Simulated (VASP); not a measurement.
**Ru: single point with PBE**

Ru:

```
Ru
1.0
     2.66560    0.00000    0.00000
    -1.33280    2.30847    0.00000
     0.00000    0.00000    4.34833
Ru
2
Direct
  0.33333 0.66667 0.25000
  0.66667 0.33333 0.75000
```

This cell differs from its parent crystal: biaxial strain in the a-b plane: -2.0 %.

```
Program             : VASP 6.6.1
Task                : single point
Functional          : PBE
Potentials or basis : VASP PAW PBE potentials, release 64 (Ru_pv)
Cutoff              : 520 eV
k mesh              : 24 × 24 × 12
Occupations         : gaussian, width 0.1 eV
Spin                : no spin polarisation
```

```json
{
 "Pressure": "9.4 GPa",
 "Band gap on the k mesh": "zero (bands 14 and 15 overlap by 3.22 eV)"
}
```

Stress tensor (GPa, compression positive):
```
14.71  0.00  0.00
 0.00 14.71  0.00
 0.00  0.00 -1.10
```

Levels at points of the mesh, in eV from the Fermi level:
| k point | band 12 | band 13 | band 14 | band 15 | band 16 | band 17 |
| --- | --- | --- | --- | --- | --- | --- |
| (0.00, 0.00, 0.00) | -2.02 | -2.02 | -1.20 | -1.20 | 0.95 | 1.20 |
| (0.50, 0.00, 0.00) | -1.72 | -1.72 | 1.64 | 1.82 | 2.00 | 4.20 |
| (0.00, 0.00, 0.50) | -2.74 | -2.74 | -2.74 | 0.53 | 0.53 | 0.53 |
| (0.50, 0.00, 0.50) | -0.98 | 0.46 | 0.46 | 1.85 | 1.85 | 3.46 |

Wall time 5.5 min on 1 thread of Intel Xeon 8259CL, on a shared host, peak memory 0.29 GiB.

Caveat: the cell differs from its parent crystal (biaxial strain in the a-b plane: -2.0 %); the cell stands under pressure.
